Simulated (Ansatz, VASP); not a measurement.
# One calculation of Te2Mo, two programs

```
CELL_PARAMETERS angstrom
1.75095 1.01091 7.06877
-1.75095 1.01091 7.06877
0.00000 -2.02183 7.06877
ATOMIC_POSITIONS crystal
Mo 0.00000 0.00000 0.00000
Te 0.24656 0.24656 0.24656
Te 0.75344 0.75344 0.75344
```

Alike in both runs: task single point; functional r2SCAN; k mesh 6 × 6 × 6; occupations fermi-dirac, width 0.02 eV; no spin polarisation.

|  | VASP | Ansatz |
| --- | --- | --- |
| version | VASP 6.6.1 | Ansatz 0.2.0 |
| potentials or method | VASP PAW PBE potentials, release 64 (Mo_sv, Te) | plane waves |
| plane-wave cutoff (eV) | 520 | 500 |
| valence electrons in the cell | 26 | 46 |

```tsv
	VASP	Ansatz	Ansatz less VASP
pressure (GPa)	1.3	1.2	-0.12
traceless stress, the component that is largest in VASP (GPa)	0.08	0.01	-0.066
rms of the force components (eV/Å)	0.004	0.009	+0.0051
```

VASP's potentials were made for PBE, not for r2SCAN. Atom by atom the forces differ by 0.013 eV/Å (rms over components). The functional is the same, so the differences come from potentials, cutoffs and numerics. VASP's potentials hold 26 valence electrons a cell and Ansatz's 46, so a difference there can come from the potentials and not from the codes.

Spin-orbit coupling is off throughout.
